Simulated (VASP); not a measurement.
# MgO in VASP: notebook

The runs below take MgO through single point, with PBE.

Everything below comes from runs of VASP 6.6.1. Logs are shortened: lines on timing, memory, paths and dates and some standing lists are left out, and cuts for length are marked.

### Step 1. The cell of the first run

Symmetry: P4/mmm, No. 123, tetragonal system. The conventional cell has a = 2.756 Å, b = 2.756 Å, c = 2.623 Å, α = 90.00°, β = 90.00°, γ = 90.00°. Mg (site symmetry 4/mmm) has 8 O at 2.35 Å and 6 Mg at 2.62 to 2.76 Å within 3.1 Å. O (site symmetry 4/mmm) has 8 Mg at 2.35 Å and 6 O at 2.62 to 2.76 Å within 3.1 Å.

### Step 2. Single point, PBE (biaxial xy strain +5.0%)

The input, INCAR:

```
ALGO = Normal ; EDIFF = 1E-7
ENCUT = 520 ; GGA = PE
ISIF = 2 ; ISMEAR = -1
LASPH = T ; LCHARG = T
LELF = T ; LREAL = F
LVHAR = T ; LWAVE = F
NBANDS = 11 ; NELM = 60
PREC = Accurate ; SIGMA = 0.02
```

The input, KPOINTS:

```
k-points
0
Gamma
  10 10 10
```

The input, POSCAR:

```
MgO
1.0
    2.7558282587      0.0000000000      0.0000000000
    0.0000000000      2.7558282587      0.0000000000
    0.0000000000      0.0000000000      2.6233491278
Mg O
1 1
Direct
    0.0000000000      0.0000000000      0.0000000000
    0.5000000000      0.5000000000      0.5000000000
```

Potentials or basis: VASP PAW PBE potentials, release 64 (Mg, O).

The run is started by

```bash
$ cat potpaw_PBE.64/Mg/POTCAR potpaw_PBE.64/O/POTCAR > POTCAR
$ mpirun -np 1 vasp_std > vasp.out
```

OUTCAR:

```text
EDIFF = 1E-7
   ENCUT = 520
   GGA = PE
   ISIF = 2
   ISMEAR = -1
   LASPH = T
   LREAL = F
   NELM = 60
   PREC = Accurate

 ion  position               nearest neighbor table
   1  0.000  0.000  0.000-   2 2.35   2 2.35   2 2.35   2 2.35   2 2.35   2 2.35   2 2.35   2 2.35

   2  0.500  0.500  0.500-   1 2.35   1 2.35   1 2.35   1 2.35   1 2.35   1 2.35   1 2.35   1 2.35

  LATTYP: Found a simple tetragonal cell.
 ALAT       =     2.7558282587
 C/A-ratio  =     0.9519276535

  Lattice vectors:

 A1 = (   2.7558282587,   0.0000000000,   0.0000000000)
 A2 = (   0.0000000000,   2.7558282587,   0.0000000000)
 A3 = (   0.0000000000,   0.0000000000,   2.6233491278)

Analysis of symmetry for initial positions (statically):
=====================================================================
 Subroutine PRICEL returns:
 Original cell was already a primitive cell.

 Routine SETGRP: Setting up the symmetry group for a
 simple tetragonal supercell.

 Subroutine GETGRP returns: Found 16 space group operations
 (whereof 16 operations were pure point group operations)
 out of a pool of 16 trial point group operations.

The static configuration has the point symmetry D_4h.

Analysis of symmetry for dynamics (positions and initial velocities):
=====================================================================
 Subroutine PRICEL returns:
 Original cell was already a primitive cell.

 Routine SETGRP: Setting up the symmetry group for a
 simple tetragonal supercell.

 Subroutine GETGRP returns: Found 16 space group operations
 (whereof 16 operations were pure point group operations)
 out of a pool of 16 trial point group operations.

The dynamic configuration has the point symmetry D_4h.

 Subroutine INISYM returns: Found 16 space group operations
 (whereof 16 operations are pure point group operations),
 and found     1 'primitive' translations

----------------------------------------------------------------------------------------

                                     Primitive cell

  volume of cell :      19.9233

  direct lattice vectors                    reciprocal lattice vectors
     2.755828259  0.000000000  0.000000000     0.362867315  0.000000000  0.000000000
     0.000000000  2.755828259  0.000000000     0.000000000  0.362867315  0.000000000
     0.000000000  0.000000000  2.623349128     0.000000000  0.000000000  0.381192114

  length of vectors
     2.755828259  2.755828259  2.623349128     0.362867315  0.362867315  0.381192114

  position of ions in fractional coordinates (direct lattice)
     0.000000000  0.000000000  0.000000000
     0.500000000  0.500000000  0.500000000

  ion indices of the primitive-cell ions
   primitive index   ion index
                 1           1
                 2           2

----------------------------------------------------------------------------------------

 KPOINTS: k-points

Automatic generation of k-mesh.
 Grid dimensions read from file:
 generate k-points for:   10   10   10

 Generating k-lattice:

  Cartesian coordinates                     Fractional coordinates (reciprocal lattice)
     0.036286731  0.000000000  0.000000000     0.100000000  0.000000000  0.000000000
     0.000000000  0.036286731  0.000000000     0.000000000  0.100000000  0.000000000
     0.000000000  0.000000000  0.038119211     0.000000000  0.000000000  0.100000000

  Length of vectors
     0.036286731  0.036286731  0.038119211

  Shift w.r.t. Gamma in fractional coordinates (k-lattice)
     0.000000000  0.000000000  0.000000000

 Subroutine IBZKPT returns following result:
 ===========================================

 Found    126 irreducible k-points:

 Following reciprocal coordinates:
            Coordinates               Weight
  0.000000  0.000000  0.000000      1.000000
  0.100000  0.000000  0.000000      4.000000
  0.200000  0.000000  0.000000      4.000000
  0.300000  0.000000  0.000000      4.000000
  0.400000  0.000000  0.000000      4.000000
  0.500000  0.000000  0.000000      2.000000
[... 16 lines left out ...]
  0.100000  0.000000  0.100000      8.000000
  0.200000  0.000000  0.100000      8.000000
 [... further k-points ...]
   k-points           NKPTS =    126   k-points in BZ     NKDIM =    126   number of bands    NBANDS=     11
   number of dos      NEDOS =    301   number of ions     NIONS =      2
   total plane-waves  NPLWV =   8000
   dimension x,y,z NGX =    20 NGY =   20 NGZ =   20
   dimension x,y,z NGXF=    40 NGYF=   40 NGZF=   40
   ions per type =               1   1
   NGX,Y,Z   is equivalent  to a cutoff of  12.07, 12.07, 12.67 a.u.
   NGXF,Y,Z  is equivalent  to a cutoff of  24.13, 24.13, 25.35 a.u.
 SYSTEM =  unknown system
   PREC   = accura    normal or accurate (medium, high low for compatibility)
   ISTART =      0    job   : 0-new  1-cont  2-samecut
   ICHARG =      2    charge: 1-file 2-atom 10-const
   ISPIN  =      1    spin polarized calculation?
   LNONCOLLINEAR =      F non collinear calculations
   LSORBIT =      F    spin-orbit coupling
   LASPH  =      T    aspherical Exc in radial PAW
   ENCUT  =  520.0 eV  38.22 Ry    6.18 a.u.   5.12  5.12  4.88*2*pi/ulx,y,z
   NELM   =     60;   NELMIN=  2; NELMDL= -5     # of ELM steps
   EDIFF  = 0.1E-06   stopping-criterion for ELM
   LREAL  =      F    real-space projection
   EDIFFG = 0.1E-05   stopping-criterion for IOM
   NSW    =      0    number of steps for IOM
   IBRION =     -1    ionic relax: 0-MD 1-quasi-New 2-CG
   NFREE  =      0    steps in history (QN), initial steepest desc. (CG)
   ISIF   =      2    stress and relaxation
   ISYM   =      2    0-nonsym 1-usesym 2-fastsym
   POTIM  = 0.5000    time-step for ionic-motion
   TEBEG  =    0.0;   TEEND  =   0.0 temperature during run
   PSTRESS=    0.0 pullay stress
   NELECT =       8.0000    total number of electrons
   NUPDOWN=      -1.0000    fix difference up-down
   EMIN   =  10.00;   EMAX   =-10.00  energy-range for DOS
   EFERMI =   0.00;   METHOD = LEGACY
   ISMEAR =    -1;   SIGMA  =   0.02  broadening in eV -4-tet -1-fermi 0-gaus
   EFERMI_NEDOS =   21; number of points for ismear=-14 and -15
   IALGO  =     38    algorithm
   IMIX   =      4    mixing-type and parameters
     AMIX     =   0.40;   BMIX     =  1.00
     AMIX_MAG =   1.60;   BMIX_MAG =  1.00
  volume/ion in A,a.u.               =       9.96        67.22
  Fermi-wavevector in a.u.,A,eV,Ry     =   1.207771  2.282357 19.846974  1.458711
  Thomas-Fermi vector in A             =   2.343399
   LORBIT       =      0    0 simple, 1 ext, 2 COOP (PROOUT), +10 PAW based schemes
   GGA     = PE    functional components
   LHFCALC =     F    Hartree Fock is set to
   AEXX    =    0.0000 exact exchange contribution
   IVDW    =     0    specifies the selected vdW correction
   LEPSILON=     F    determine dielectric tensor
   LRPA    =     F    only Hartree local field effects (RPA)
 non-spin polarized calculation
  energy-cutoff  :      520.00
  volume of cell :       19.92
 maximum number of plane-waves:       548
   NGX = 11   NGY = 11   NGZ =  9

 number of electron       8.0000003 magnetization

 Free energy of the ion-electron system (eV)
  ---------------------------------------------------
  ext. energy  EPLUGINS =         0.00000000
  ---------------------------------------------------
  free energy    TOTEN  =       -10.31463572 eV

  energy without entropy =      -10.31463572  energy(sigma->0) =      -10.31463572

 E-fermi :   5.0060     XC(G=0): -10.9093

 val. band max:        4.5703911265   @ k =   0.5000   0.5000   0.0000
 cond. band min:       5.9521712186   @ k =   0.0000   0.0000   0.0000
 fundamental gap:      1.3817800921
 Fermi energy:         5.0059931817

 k-point     1 :       0.0000    0.0000    0.0000
  band No.  band energies     occupation
      1     -13.6977      2.00000
      2       3.1152      2.00000
      3       3.1152      2.00000
      4       3.8148      2.00000
      5       5.9522      0.00000
      6      14.0864      0.00000
      7      15.0261      0.00000
      8      22.6713      0.00000
      9      22.6713      0.00000
     10      24.1370      0.00000
     11      29.5404      0.00000

 k-point     2 :       0.1000    0.0000    0.0000
  band No.  band energies     occupation
      1     -13.6178      2.00000
      2       2.2926      2.00000
      3       3.1517      2.00000
      4       3.8463      2.00000
      5       6.6247      0.00000
      6      14.2484      0.00000
      7      15.1525      0.00000
      8      22.4753      0.00000
      9      22.8859      0.00000
     10      24.0151      0.00000
     11      28.9000      0.00000

 k-point     3 :       0.2000    0.0000    0.0000
  band No.  band energies     occupation
      1     -13.3984      2.00000
      2       0.8305      2.00000
      3       3.2493      2.00000
      4       3.9299      2.00000
      5       7.7658      0.00000
      6      14.3938      0.00000
      7      15.5808      0.00000
      8      21.9315      0.00000
      9      23.6582      0.00000
     10      23.7744      0.00000
     11      27.7657      0.00000

 k-point     4 :       0.3000    0.0000    0.0000
  band No.  band energies     occupation
      1     -13.1037      2.00000
      2      -0.5302      2.00000
      3       3.3741      2.00000
      4       4.0362      2.00000
      5       8.9220      0.00000
      6      13.9782      0.00000
      7      16.4414      0.00000
      8      21.2279      0.00000
      9      23.1494      0.00000
     10      24.8069      0.00000
     11      25.7830      0.00000
[... 239 lines left out ...]
 k-point    22 :       0.0000    0.0000    0.1000
  band No.  band energies     occupation
      1     -13.6015      2.00000
      2       2.9292      2.00000
      3       3.1628      2.00000
      4       3.1628      2.00000
      5       6.5819      0.00000
      6      14.2980      0.00000
      7      15.1436      0.00000
      8      22.5754      0.00000
      9      22.5754      0.00000
     10      24.3903      0.00000
     11      29.7541      0.00000

 k-point    23 :       0.1000    0.0000    0.1000
  band No.  band energies     occupation
      1     -13.5234      2.00000
      2       2.2746      2.00000
      3       3.1473      2.00000
      4       3.1998      2.00000
      5       7.1484      0.00000
      6      14.4260      0.00000
      7      15.2588      0.00000
      8      22.4204      0.00000
      9      22.4929      0.00000
     10      24.6112      0.00000
     11      28.3042      0.00000

 k-point    24 :       0.2000    0.0000    0.1000
  band No.  band energies     occupation
      1     -13.3086      2.00000
      2       0.9041      2.00000
      3       3.2695      2.00000
      4       3.2989      2.00000
      5       8.1962      0.00000
      6      14.5015      0.00000
      7      15.6011      0.00000
      8      21.9597      0.00000
      9      22.5382      0.00000
     10      25.0544      0.00000
     11      26.4175      0.00000

 [... further k-points ...]

------------------------ aborting loop because EDIFF is reached ----------------------------------------

  FORCE on cell =-STRESS in cart. coord.  units (eV):
  Direction    XX          YY          ZZ          XY          YZ          ZX
  --------------------------------------------------------------------------------------
  -------------------------------------------------------------------------------------
  Total       -2.0773467     -2.0773467      1.4094905      0.0000000      0.0000000      0.0000000
  in kB     -167.0548861   -167.0548861    113.3476002      0.0000000      0.0000000      0.0000000
  external PRESSURE =     -73.5873907 kB  Pullay stress =       0.0000000 kB

 VOLUME and BASIS-vectors are now :
 -----------------------------------------------------------------------------
  energy-cutoff  :      520.00
  volume of cell :       19.92
      direct lattice vectors                 reciprocal lattice vectors
     2.755828259  0.000000000  0.000000000     0.362867315  0.000000000  0.000000000
     0.000000000  2.755828259  0.000000000     0.000000000  0.362867315  0.000000000
     0.000000000  0.000000000  2.623349128     0.000000000  0.000000000  0.381192114

 POSITION                                       TOTAL-FORCE (eV/Angst)
 -----------------------------------------------------------------------------------
      0.00000      0.00000      0.00000         0.000000      0.000000      0.000000
      1.37791      1.37791      1.31167         0.000000      0.000000      0.000000
 -----------------------------------------------------------------------------------
    total drift:                                0.000000      0.000000      0.000000

  FREE ENERGIE OF THE ION-ELECTRON SYSTEM (eV)
  ---------------------------------------------------
  free  energy   TOTEN  =       -10.3146357151 eV

  energy  without entropy=      -10.3146357151  energy(sigma->0) =      -10.31463572
```

Wall time 7.2 s (1 thread of Intel Xeon 6975P-C (Granite Rapids), shared host); peak memory 0.14 GiB.

Results:

- Free energy: -10.3146 eV
- Pressure: -7.4 GPa
- Band gap on the k mesh: 1.38 eV (least direct gap 2.14 eV)

Caveat: the cell differs from its parent crystal (biaxial xy strain +5.0%); the cell stands under tension.

### Step 3. Single point, PBE (shear xy strain +3.0%)

The input, INCAR:

```
SYSTEM = MgO
  ALGO = Normal
  EDIFF = 1E-6
  ENCUT = 520
  GGA = PE
  ISIF = 2
  ISMEAR = -1
  LASPH = .True.
  LCHARG = .False.
  LREAL = .False.
  LWAVE = .False.
  NBANDS = 11
  NELM = 60
  PREC = Accurate
  SIGMA = 0.02
```

The input, KPOINTS:

```
k-points
0
Gamma
  10 10 10
  0 0 0
```

The input, POSCAR:

```
MgO
1.0
    2.6233491278      0.0400060742      0.0000000000
    0.0400060742      2.6233491278      0.0000000000
    0.0000000000      0.0000000000      2.6233491278
Mg O
1 1
Direct
    0.0000000000      0.0000000000      0.0000000000
    0.5000000000      0.5000000000      0.5000000000
```

Potentials or basis: VASP PAW PBE potentials, release 64 (Mg, O).

The run is started by

```bash
$ cat potpaw_PBE.64/Mg/POTCAR potpaw_PBE.64/O/POTCAR > POTCAR
$ mpirun -np 1 vasp_std > vasp.out
```

OUTCAR:

```text
SYSTEM = MgO
   EDIFF = 1E-6
   ENCUT = 520
   GGA = PE
   ISIF = 2
   ISMEAR = -1
   LASPH = .True.
   LREAL = .False.
   NELM = 60
   PREC = Accurate

 ion  position               nearest neighbor table
   1  0.000  0.000  0.000-   2 2.25   2 2.25   2 2.25   2 2.25   2 2.30   2 2.30   2 2.30   2 2.30

   2  0.500  0.500  0.500-   1 2.25   1 2.25   1 2.25   1 2.25   1 2.30   1 2.30   1 2.30   1 2.30

  LATTYP: Found a base centered orthorhombic cell.
 ALAT       =     3.6533987827
 B/A-ratio  =     1.0309723280
[... 527 lines left out ...]

  FORCE on cell =-STRESS in cart. coord.  units (eV):
  Direction    XX          YY          ZZ          XY          YZ          ZX
  --------------------------------------------------------------------------------------
  -------------------------------------------------------------------------------------
  Total        0.6331952      0.6331952      0.6266665      0.1875816      0.0000000      0.0000000
  in kB       56.2057770     56.2057770     55.6262531     16.6507378      0.0000000      0.0000000
  external PRESSURE =      56.0126024 kB  Pullay stress =       0.0000000 kB

 VOLUME and BASIS-vectors are now :
 -----------------------------------------------------------------------------
  energy-cutoff  :      520.00
  volume of cell :       18.05
      direct lattice vectors                 reciprocal lattice vectors
     2.623349128  0.040006074  0.000000000     0.381280786 -0.005814532  0.000000000
     0.040006074  2.623349128  0.000000000    -0.005814532  0.381280786  0.000000000
     0.000000000  0.000000000  2.623349128     0.000000000  0.000000000  0.381192114

 POSITION                                       TOTAL-FORCE (eV/Angst)
 -----------------------------------------------------------------------------------
      0.00000      0.00000      0.00000        -0.000000     -0.000000      0.000000
      1.33168      1.33168      1.31167         0.000000      0.000000      0.000000
 -----------------------------------------------------------------------------------
    total drift:                                0.000000      0.000000      0.000000

  FREE ENERGIE OF THE ION-ELECTRON SYSTEM (eV)
  ---------------------------------------------------
  free  energy   TOTEN  =       -10.3918051528 eV

  energy  without entropy=      -10.3918051528  energy(sigma->0) =      -10.39180515
```

OSZICAR:

```text
N       E                     dE             d eps       ncg     rms          rms(c)
DAV:   1     0.141374346288E+02    0.14137E+02   -0.46152E+03  4844   0.647E+02
DAV:   2    -0.115010677402E+02   -0.25639E+02   -0.25030E+02  4805   0.133E+02
DAV:   3    -0.120414667409E+02   -0.54040E+00   -0.53999E+00  4743   0.166E+01
DAV:   4    -0.120426028627E+02   -0.11361E-02   -0.11361E-02  4462   0.862E-01
DAV:   5    -0.120426060826E+02   -0.32199E-05   -0.32199E-05  4729   0.444E-02    0.705E+00
DAV:   6    -0.104572357881E+02    0.15854E+01   -0.84785E+00  4161   0.159E+01    0.218E+00
DAV:   7    -0.104181418400E+02    0.39094E-01   -0.64673E-02  4473   0.219E+00    0.131E+00
DAV:   8    -0.103921637215E+02    0.25978E-01   -0.37546E-02  4406   0.197E+00    0.236E-01
DAV:   9    -0.103918908347E+02    0.27289E-03   -0.32985E-04  4636   0.136E-01    0.151E-01
DAV:  10    -0.103918071062E+02    0.83728E-04   -0.29778E-04  4362   0.147E-01    0.965E-03
DAV:  11    -0.103918052673E+02    0.18390E-05   -0.73433E-06  4434   0.170E-02    0.318E-03
DAV:  12    -0.103918051528E+02    0.11442E-06   -0.18597E-07  2382   0.417E-03
   1 F= -.10391805E+02 E0= -.10391805E+02  d E =-.873642E-11
```

stdout:

```text
POSCAR found type information on POSCAR MgO
 POSCAR found :  2 types and       2 ions
 scaLAPACK will be used
 LDA part: xc-table for (Slater+PW92), standard interpolation
 POSCAR, INCAR and KPOINTS ok, starting setup
 FFT: planning ... GRIDC
 FFT: planning ... GRID_SOFT
 FFT: planning ... GRID
 WAVECAR not read
 entering main loop
```

It took 9.9 s on 1 thread of Intel Xeon 6975P-C (Granite Rapids), shared host; peak memory 0.15 GiB.

What came out:

```yaml
Free_energy: -10.3918 eV
Pressure: 5.6 GPa
Band_gap_on_the_k_mesh: 2.63 eV (least direct gap 3.56 eV)
```

Levels at points of the mesh, in eV from the valence-band top:
| k point | band 2 | band 3 | band 4 | band 5 | band 6 | band 7 |
| --- | --- | --- | --- | --- | --- | --- |
| (0.00, 0.00, 0.00) | -1.10 | -1.02 | -0.93 | 2.63 | 10.48 | 10.49 |
| (0.50, 0.00, 0.00) | -6.57 | -0.57 | -0.57 | 7.11 | 9.56 | 14.63 |
| (0.50, 0.50, 0.00) | -4.85 | -4.65 | 0.00 | 5.01 | 12.04 | 12.58 |
| (0.00, 0.00, 0.50) | -6.57 | -0.66 | -0.46 | 7.12 | 9.55 | 14.63 |
| (0.50, 0.00, 0.50) | -4.76 | -4.75 | 0.00 | 5.00 | 12.30 | 12.32 |
| (0.50, 0.50, 0.50) | -3.72 | -3.67 | -3.62 | 7.24 | 7.55 | 7.86 |

Caveat: the cell differs from its parent crystal (shear xy strain +3.0%); the cell stands under pressure. A k mesh can miss the band edges.
